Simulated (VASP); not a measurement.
# MgO (P6_3/mmc) in VASP: a series of runs

Aim: see how the results for MgO move with the level of theory and the settings. Levels: PBE, HSE06. Tasks: single point, relaxation of cell and atoms.

Program: VASP 6.6.1. These are calculated values, not measurements. Logs are shortened: lines on timing, memory, paths and dates and some standing lists are left out, and cuts for length are marked.

## (1) The cell of the first run

The structure is hexagonal, space group P6_3/mmc (No. 194). The conventional cell has a = 2.958 Å, b = 2.958 Å, c = 5.157 Å, α = 90.00°, β = 90.00°, γ = 120.00°. Within 2.8 Å of Mg (site symmetry -3m) lie 6 O at 2.14 Å and 2 Mg at 2.58 Å. O (site symmetry -6m2) has 6 Mg at 2.14 Å within 2.8 Å.

## (2) Single point, PBE

The input, INCAR:

```
SYSTEM = MgO
PREC = Accurate
ENCUT = 520
EDIFF = 1E-6
ISMEAR = -1
SIGMA = 0.02
LREAL = .FALSE.
LASPH = .TRUE.
NELM = 100
ALGO = Normal
ISIF = 2
LWAVE = .FALSE.
LCHARG = .FALSE.
GGA = PE
NBANDS = 16
```

The input, KPOINTS:

```
Automatic mesh
0
G
  12 12 6
  0 0 0
```

The input, POSCAR:

```
MgO
1.0
    2.9580674115      0.0000000000      0.0000000000
   -1.4790337058      2.5617615245      0.0000000000
    0.0000000000      0.0000000000      5.1566988608
Mg O
2 2
Direct
    0.0000000000      0.0000000000      0.0000000000
    0.0000000000      0.0000000000      0.5000000000
    0.3333333333      0.6666666667      0.2500000000
    0.6666666667      0.3333333333      0.7500000000
```

Potentials or basis: VASP PAW PBE potentials, release 64 (Mg, O).

On the command line:

```
> cat potpaw_PBE.64/Mg/POTCAR potpaw_PBE.64/O/POTCAR > POTCAR
> mpirun -np 1 vasp_std > vasp.out
```

OUTCAR:

```text
SYSTEM = MgO
   PREC = Accurate
   ENCUT = 520
   EDIFF = 1E-6
   ISMEAR = -1
   LREAL = .FALSE.
   LASPH = .TRUE.
   NELM = 100
   ISIF = 2
   GGA = PE

 ion  position               nearest neighbor table
   1  0.000  0.000  0.000-   3 2.14   4 2.14   4 2.14   3 2.14   4 2.14   3 2.14   2 2.58   2 2.58

   2  0.000  0.000  0.500-   3 2.14   4 2.14   4 2.14   3 2.14   4 2.14   3 2.14   1 2.58   1 2.58

   3  0.333  0.667  0.250-   1 2.14   2 2.14   1 2.14   2 2.14   1 2.14   2 2.14
   4  0.667  0.333  0.750-   1 2.14   2 2.14   1 2.14   2 2.14   1 2.14   2 2.14

  LATTYP: Found a hexagonal cell.
 ALAT       =     2.9580674115
 C/A-ratio  =     1.7432661746

  Lattice vectors:

 A1 = (   2.9580674115,   0.0000000000,   0.0000000000)
 A2 = (  -1.4790337058,   2.5617615245,   0.0000000000)
 A3 = (   0.0000000000,   0.0000000000,   5.1566988608)

Analysis of symmetry for initial positions (statically):
=====================================================================
 Subroutine PRICEL returns:
 Original cell was already a primitive cell.

 Routine SETGRP: Setting up the symmetry group for a
 hexagonal supercell.

 Subroutine GETGRP returns: Found 24 space group operations
 (whereof 12 operations were pure point group operations)
 out of a pool of 24 trial point group operations.

The static configuration has the point symmetry D_3d.
 The point group associated with its full space group is D_6h.

Analysis of symmetry for dynamics (positions and initial velocities):
=====================================================================
 Subroutine PRICEL returns:
 Original cell was already a primitive cell.

 Routine SETGRP: Setting up the symmetry group for a
 hexagonal supercell.

 Subroutine GETGRP returns: Found 24 space group operations
 (whereof 12 operations were pure point group operations)
 out of a pool of 24 trial point group operations.

The dynamic configuration has the point symmetry D_3d.
 The point group associated with its full space group is D_6h.

 Subroutine INISYM returns: Found 24 space group operations
 (whereof 12 operations are pure point group operations),
 and found     1 'primitive' translations

----------------------------------------------------------------------------------------

                                     Primitive cell

  volume of cell :      39.0768

  direct lattice vectors                    reciprocal lattice vectors
     2.958067412  0.000000000  0.000000000     0.338058557  0.195178199  0.000000000
    -1.479033706  2.561761525  0.000000000     0.000000000  0.390356398  0.000000000
     0.000000000  0.000000000  5.156698861     0.000000000  0.000000000  0.193922513

  length of vectors
     2.958067412  2.958067412  5.156698861     0.390356398  0.390356398  0.193922513

  position of ions in fractional coordinates (direct lattice)
     0.000000000  0.000000000  0.000000000
     0.000000000  0.000000000  0.500000000
     0.333333333  0.666666667  0.250000000
     0.666666667  0.333333333  0.750000000

  ion indices of the primitive-cell ions
   primitive index   ion index
                 1           1
                 2           2
                 3           3
                 4           4

----------------------------------------------------------------------------------------

 KPOINTS: Automatic mesh

Automatic generation of k-mesh.
 Grid dimensions read from file:
 generate k-points for:   12   12    6

 Generating k-lattice:

  Cartesian coordinates                     Fractional coordinates (reciprocal lattice)
     0.028171546  0.016264850  0.000000000     0.083333333  0.000000000  0.000000000
     0.000000000  0.032529700  0.000000000     0.000000000  0.083333333  0.000000000
     0.000000000  0.000000000  0.032320419     0.000000000  0.000000000  0.166666667

  Length of vectors
     0.032529700  0.032529700  0.032320419

  Shift w.r.t. Gamma in fractional coordinates (k-lattice)
     0.000000000  0.000000000  0.000000000

 Subroutine IBZKPT returns following result:
 ===========================================

 Found     76 irreducible k-points:

 Following reciprocal coordinates:
            Coordinates               Weight
  0.000000  0.000000  0.000000      1.000000
  0.083333  0.000000  0.000000      6.000000
  0.166667  0.000000  0.000000      6.000000
  0.250000  0.000000  0.000000      6.000000
  0.333333  0.000000  0.000000      6.000000
  0.416667  0.000000  0.000000      6.000000
[... 16 lines left out ...]
  0.250000  0.000000  0.166667     12.000000
  0.333333  0.000000  0.166667     12.000000
 [... further k-points ...]
   k-points           NKPTS =     76   k-points in BZ     NKDIM =     76   number of bands    NBANDS=     16
   number of dos      NEDOS =    301   number of ions     NIONS =      4
   total plane-waves  NPLWV =  23040
   dimension x,y,z NGX =    24 NGY =   24 NGZ =   40
   dimension x,y,z NGXF=    48 NGYF=   48 NGZF=   80
   ions per type =               2   2
   NGX,Y,Z   is equivalent  to a cutoff of  13.49, 13.49, 12.90 a.u.
   NGXF,Y,Z  is equivalent  to a cutoff of  26.98, 26.98, 25.79 a.u.
 SYSTEM =  MgO
   PREC   = accura    normal or accurate (medium, high low for compatibility)
   ISTART =      0    job   : 0-new  1-cont  2-samecut
   ICHARG =      2    charge: 1-file 2-atom 10-const
   ISPIN  =      1    spin polarized calculation?
   LNONCOLLINEAR =      F non collinear calculations
   LSORBIT =      F    spin-orbit coupling
   LASPH  =      T    aspherical Exc in radial PAW
   ENCUT  =  520.0 eV  38.22 Ry    6.18 a.u.   5.50  5.50  9.59*2*pi/ulx,y,z
   NELM   =    100;   NELMIN=  2; NELMDL= -5     # of ELM steps
   EDIFF  = 0.1E-05   stopping-criterion for ELM
   LREAL  =      F    real-space projection
   EDIFFG = 0.1E-04   stopping-criterion for IOM
   NSW    =      0    number of steps for IOM
   IBRION =     -1    ionic relax: 0-MD 1-quasi-New 2-CG
   NFREE  =      0    steps in history (QN), initial steepest desc. (CG)
   ISIF   =      2    stress and relaxation
   ISYM   =      2    0-nonsym 1-usesym 2-fastsym
   POTIM  = 0.5000    time-step for ionic-motion
   TEBEG  =    0.0;   TEEND  =   0.0 temperature during run
   PSTRESS=    0.0 pullay stress
   NELECT =      16.0000    total number of electrons
   NUPDOWN=      -1.0000    fix difference up-down
   EMIN   =  10.00;   EMAX   =-10.00  energy-range for DOS
   EFERMI =   0.00;   METHOD = LEGACY
   ISMEAR =    -1;   SIGMA  =   0.02  broadening in eV -4-tet -1-fermi 0-gaus
   EFERMI_NEDOS =   21; number of points for ismear=-14 and -15
   IALGO  =     38    algorithm
   IMIX   =      4    mixing-type and parameters
     AMIX     =   0.40;   BMIX     =  1.00
     AMIX_MAG =   1.60;   BMIX_MAG =  1.00
  volume/ion in A,a.u.               =       9.77        65.93
  Fermi-wavevector in a.u.,A,eV,Ry     =   1.215650  2.297246 20.106765  1.477806
  Thomas-Fermi vector in A             =   2.351030
   LORBIT       =      0    0 simple, 1 ext, 2 COOP (PROOUT), +10 PAW based schemes
   GGA     = PE    functional components
   LHFCALC =     F    Hartree Fock is set to
   AEXX    =    0.0000 exact exchange contribution
   IVDW    =     0    specifies the selected vdW correction
   LEPSILON=     F    determine dielectric tensor
   LRPA    =     F    only Hartree local field effects (RPA)
 non-spin polarized calculation
  energy-cutoff  :      520.00
  volume of cell :       39.08
 maximum number of plane-waves:      1081
 NGX is ok and might be reduce to    24
   NGX = 11   NGY = 11   NGZ = 19

 number of electron      16.0000005 magnetization

 Free energy of the ion-electron system (eV)
  ---------------------------------------------------
  ext. energy  EPLUGINS =         0.00000000
  ---------------------------------------------------
  free energy    TOTEN  =       -23.22406205 eV

  energy without entropy =      -23.22406205  energy(sigma->0) =      -23.22406205

 E-fermi :   3.4316     XC(G=0): -10.8545

 val. band max:        3.0261987406   @ k =   0.0000   0.0000   0.0000
 cond. band min:       7.1373495970   @ k =   0.0000   0.0000   0.0000
 fundamental gap:      4.1111508564
 Fermi energy:         3.4316111861

 k-point     1 :       0.0000    0.0000    0.0000
  band No.  band energies     occupation
      1     -14.1714      2.00000
      2     -13.1466      2.00000
      3      -1.7728      2.00000
      4       2.5298      2.00000
      5       2.5395      2.00000
      6       2.5395      2.00000
[... 8 lines left out ...]
     15      19.9523      0.00000
     16      19.9523      0.00000

 k-point     2 :       0.0833    0.0000    0.0000
  band No.  band energies     occupation
      1     -14.1067      2.00000
      2     -13.1147      2.00000
      3      -1.6724      2.00000
      4       2.2524      2.00000
      5       2.4873      2.00000
      6       2.5030      2.00000
[... 8 lines left out ...]
     15      19.8896      0.00000
     16      19.9283      0.00000

 k-point     3 :       0.1667    0.0000    0.0000
  band No.  band energies     occupation
      1     -13.9227      2.00000
      2     -13.0264      2.00000
      3      -1.3814      2.00000
      4       1.4857      2.00000
      5       1.7619      2.00000
      6       2.3490      2.00000
[... 8 lines left out ...]
     15      20.1139      0.00000
     16      20.2196      0.00000

 k-point     4 :       0.2500    0.0000    0.0000
  band No.  band energies     occupation
      1     -13.6507      2.00000
      2     -12.9080      2.00000
      3      -0.9317      2.00000
      4       0.4899      2.00000
      5       0.9372      2.00000
      6       2.1692      2.00000
[... 8 lines left out ...]
     15      19.6717      0.00000
     16      20.6992      0.00000
[... 324 lines left out ...]
 k-point    22 :       0.1667    0.0000    0.1667
  band No.  band energies     occupation
      1     -13.8691      2.00000
      2     -13.0943      2.00000
      3      -1.2047      2.00000
      4       1.3849      2.00000
      5       1.6449      2.00000
      6       2.3694      2.00000
[... 8 lines left out ...]
     15      19.9714      0.00000
     16      20.1935      0.00000

 k-point    23 :       0.2500    0.0000    0.1667
  band No.  band energies     occupation
      1     -13.6052      2.00000
      2     -12.9625      2.00000
      3      -0.8430      2.00000
      4       0.4783      2.00000
      5       0.9100      2.00000
      6       2.1938      2.00000
[... 8 lines left out ...]
     15      19.7096      0.00000
     16      20.6110      0.00000

 k-point    24 :       0.3333    0.0000    0.1667
  band No.  band energies     occupation
      1     -13.3091      2.00000
      2     -12.8383      2.00000
      3      -0.6753      2.00000
      4      -0.1941      2.00000
      5       0.3718      2.00000
      6       2.0047      2.00000
[... 8 lines left out ...]
     15      19.3475      0.00000
     16      21.0167      0.00000

 [... further k-points ...]

------------------------ aborting loop because EDIFF is reached ----------------------------------------

  FORCE on cell =-STRESS in cart. coord.  units (eV):
  Direction    XX          YY          ZZ          XY          YZ          ZX
  --------------------------------------------------------------------------------------
  -------------------------------------------------------------------------------------
  Total       -0.1646047     -0.1646047     -0.1709010      0.0000000      0.0000000     -0.0000000
  in kB       -6.7489205     -6.7489205     -7.0070711      0.0000000      0.0000000     -0.0000000
  external PRESSURE =      -6.8349707 kB  Pullay stress =       0.0000000 kB

 VOLUME and BASIS-vectors are now :
 -----------------------------------------------------------------------------
  energy-cutoff  :      520.00
  volume of cell :       39.08
      direct lattice vectors                 reciprocal lattice vectors
     2.958067412  0.000000000  0.000000000     0.338058557  0.195178199  0.000000000
    -1.479033706  2.561761525  0.000000000     0.000000000  0.390356398  0.000000000
     0.000000000  0.000000000  5.156698861     0.000000000  0.000000000  0.193922513

 POSITION                                       TOTAL-FORCE (eV/Angst)
 -----------------------------------------------------------------------------------
      0.00000      0.00000      0.00000        -0.000000      0.000000     -0.000000
      0.00000      0.00000      2.57835        -0.000000      0.000000     -0.000000
     -0.00000      1.70784      1.28917        -0.000000      0.000000     -0.000000
      1.47903      0.85392      3.86752         0.000000      0.000000      0.000000
 -----------------------------------------------------------------------------------
    total drift:                               -0.000000      0.000000     -0.000000

  FREE ENERGIE OF THE ION-ELECTRON SYSTEM (eV)
  ---------------------------------------------------
  free  energy   TOTEN  =       -23.2240620541 eV

  energy  without entropy=      -23.2240620541  energy(sigma->0) =      -23.22406205
```

Wall time 33 s (1 thread of AMD EPYC 7R13 (Zen 3), shared host); peak memory 0.15 GiB.

Results:

| Quantity | Value |
| --- | --- |
| Free energy | -23.2241 eV |
| Pressure | -0.7 GPa |
| Band gap on the k mesh | 4.11 eV |

## (3) Relaxation of cell and atoms, PBE

This run uses another cell than the first one, of 8.03 Å³/atom.

The input, INCAR:

```
  ALGO = Normal
  EDIFF = 1E-6
  EDIFFG = -0.005
  ENCUT = 600
  GGA = PE
  IBRION = 2
  ISIF = 3
  ISMEAR = -1
  LASPH = True
  LCHARG = False
  LREAL = False
  LWAVE = False
  NELM = 100
  NSW = 80
  PREC = Accurate
  SIGMA = 0.02
```

The input, KPOINTS:

```
k-points
0
Gamma
  12 12 6
```

The input, POSCAR:

```
MgO
1.0
    2.8337912100      0.0000000000      0.0000000000
   -1.4168956050      2.4541351769      0.0000000000
    0.0000000000      0.0000000000      4.6190796723
Mg O
2 2
Direct
    0.0000000000      0.0000000000      0.0000000000
    0.0000000000      0.0000000000      0.5000000000
    0.3333333333      0.6666666667      0.2500000000
    0.6666666667      0.3333333333      0.7500000000
```

Potentials or basis: VASP PAW PBE potentials, release 64 (Mg, O).

On the command line:

```
> cat potpaw_PBE.64/Mg/POTCAR potpaw_PBE.64/O/POTCAR > POTCAR
> mpirun -np 1 vasp_std > vasp.out
```

It took 1.8 min on 1 thread of AMD EPYC 7R13 (Zen 3), shared host; peak memory 0.16 GiB.

The run converged. Its results:

```yaml
Free_energy: -23.2172 eV
Relaxed_volume: 9.72 Å³/atom
Relaxed_cell: a = 2.953 Å, b = 2.953 Å, c = 5.148 Å, α = 90.00°, β = 90.00°, γ = 120.00°
Space_group_after_relaxing_to_0.1_Å: P6_3/mmc (No. 194)
Energy_gained_by_relaxing: 237.7 meV/atom
Ionic_steps: 8
Pressure_after_relaxing: 0.0 GPa
Band_gap_on_the_k_mesh: 4.16 eV
```

The path:
```csv
step,energy change (eV),largest force (eV/Å),pressure (GPa),volume (Å³)
1,0.0000,0.0000,42.77,32.12
2,-0.7539,0.0000,-12.43,43.04
3,-0.9491,0.0000,-0.31,38.99
4,-0.9490,0.0000,-0.87,39.14
5,-0.9505,0.0000,-0.32,38.97
6,-0.9505,0.0000,-0.42,39.00
7,-0.9507,0.0000,0.09,38.86
8,-0.9507,0.0000,-0.01,38.89
```

Final structure:
```cif
data_structure
_symmetry_space_group_name_H-M 'P 1'
_symmetry_Int_Tables_number 1
_cell_length_a 2.9532
_cell_length_b 2.9532
_cell_length_c 5.1484
_cell_angle_alpha 90.000
_cell_angle_beta 90.000
_cell_angle_gamma 120.000
_cell_volume 38.89
loop_
_atom_site_label
_atom_site_type_symbol
_atom_site_fract_x
_atom_site_fract_y
_atom_site_fract_z
_atom_site_occupancy
Mg1 Mg 0.00000 0.00000 0.00000 1
Mg2 Mg 0.00000 0.00000 0.50000 1
O1 O 0.33333 0.66667 0.25000 1
O2 O 0.66667 0.33333 0.75000 1
```

Levels at points of the mesh, in eV from the valence-band top:
| k point | band 4 | band 5 | band 6 | band 7 | band 8 | band 9 | band 10 | band 11 | band 12 |
| --- | --- | --- | --- | --- | --- | --- | --- | --- | --- |
| (0.00, 0.00, 0.00) | -0.50 | -0.49 | -0.49 | 0.00 | 0.00 | 4.16 | 7.91 | 11.39 | 12.84 |
| (0.50, 0.00, 0.00) | -3.43 | -2.58 | -1.54 | -1.20 | -0.69 | 8.23 | 9.46 | 10.08 | 11.37 |
| (0.00, 0.00, 0.50) | -3.03 | -0.25 | -0.25 | -0.25 | -0.25 | 6.60 | 6.60 | 11.72 | 11.72 |
| (0.50, 0.00, 0.50) | -4.26 | -1.49 | -1.49 | -0.95 | -0.95 | 8.44 | 8.44 | 10.79 | 10.79 |

Caveat: the volume moved by over 15 % at a fixed basis, so the end points are rough. A k mesh can miss the band edges.

## (4) Single point, HSE06

This run uses another cell than the first one, of 9.40 Å³/atom.

The input, POSCAR:

```
MgO
1.0
    2.9211348006      0.0000000000      0.0000000000
   -1.4605674003      2.5297769451      0.0000000000
    0.0000000000      0.0000000000      5.0890553625
Mg O
2 2
Direct
    0.0000000000      0.0000000000      0.0000000000
    0.0000000000      0.0000000000      0.5000000000
    0.3333333333      0.6666666667      0.2500000000
    0.6666666667      0.3333333333      0.7500000000
```

The input, INCAR.step1:

```
SYSTEM = MgO
PREC = Accurate ; ENCUT = 520
EDIFF = 1E-5 ; ISMEAR = -1
SIGMA = 0.02 ; LREAL = .False.
LASPH = .True. ; NELM = 100
ALGO = Normal ; ISIF = 2
LWAVE = .True. ; LCHARG = .False.
NBANDS = 16 ; GGA = PE
```

The input, INCAR.step2:

```
SYSTEM = MgO
PREC = Accurate ; ENCUT = 520
EDIFF = 1E-7 ; ISMEAR = -1
SIGMA = 0.02 ; LREAL = .False.
LASPH = .True. ; NELM = 100
ALGO = Normal ; ISIF = 2
LWAVE = .False. ; LCHARG = .False.
GGA = PE ; LHFCALC = .True.
HFSCREEN = 0.2079 ; PRECFOCK = Normal
NBANDS = 16 ; ISTART = 1
```

The input, KPOINTS:

```
Automatic mesh
0
Gamma
  6 6 4
  0 0 0
```

On the command line:

```
> cat potpaw_PBE.64/Mg/POTCAR potpaw_PBE.64/O/POTCAR > POTCAR
> cp INCAR.step1 INCAR
> mpirun -np 1 vasp_std > vasp.out
> cp INCAR.step2 INCAR
> mpirun -np 1 vasp_std > vasp.out
```

Wall time 37 min (1 thread of AMD EPYC 7R13 (Zen 3), shared host); peak memory 0.24 GiB.

It converged, with:

```
Free energy            : -27.7936 eV
Pressure               : -0.3 GPa
Band gap on the k mesh : 6.18 eV
```

Levels at points of the mesh, in eV from the valence-band top:
| k point | band 4 | band 5 | band 6 | band 7 | band 8 | band 9 | band 10 | band 11 | band 12 | band 13 |
| --- | --- | --- | --- | --- | --- | --- | --- | --- | --- | --- |
| (0.00, 0.00, 0.00) | -0.57 | -0.57 | -0.50 | 0.00 | 0.00 | 6.18 | 9.94 | 14.02 | 14.91 | 19.02 |
| (0.50, 0.00, 0.00) | -3.80 | -2.82 | -1.66 | -1.35 | -0.79 | 10.31 | 11.37 | 12.24 | 13.91 | 14.35 |
| (0.00, 0.00, 0.50) | -3.23 | -0.29 | -0.29 | -0.29 | -0.29 | 8.74 | 8.74 | 13.94 | 13.94 | 18.63 |
| (0.50, 0.00, 0.50) | -4.70 | -1.63 | -1.63 | -1.08 | -1.08 | 10.54 | 10.54 | 12.76 | 12.76 | 15.22 |

Caveat: the PAW data sets were made with another functional, which shifts forces and pressure a little.

## (5) Summary

| task | level | cell | k mesh | cutoff (eV) | grid for exact exchange (PRECFOCK) | share of exact exchange | screening parameter | gap on the mesh (eV) | pressure (GPa) |
| --- | --- | --- | --- | --- | --- | --- | --- | --- | --- |
| single point | PBE | a = 2.958, b = 2.958, c = 5.157 Å, angles 90.0, 90.0, 120.0°, 4 atoms | 12 × 12 × 6 | 520 | - | - | - | 4.11 | -0.7 |
| relaxation of cell and atoms | PBE | relaxed from a = 2.834, b = 2.834, c = 4.619 Å, angles 90.0, 90.0, 120.0°, 4 atoms | 12 × 12 × 6 | 600 | - | - | - | 4.16 | 0.0 |
| single point | HSE06 | a = 2.921, b = 2.921, c = 5.089 Å, angles 90.0, 90.0, 120.0°, 4 atoms | 6 × 6 × 4 | 520 | Normal | 0.25 | 0.2079 1/Å | 6.18 | -0.3 |

Alike in all rows: potentials or basis VASP PAW PBE potentials, release 64 (Mg, O); no spin polarisation; smearing fermi-dirac 0.02 eV.

Caveats: the volume moved by over 15 % at a fixed basis, so the end points are rough (at least some runs); the PAW data sets were made with another functional, which shifts forces and pressure a little (at least some runs).

Total energies depend on the potentials used, so only differences within one code and one set of settings carry meaning.
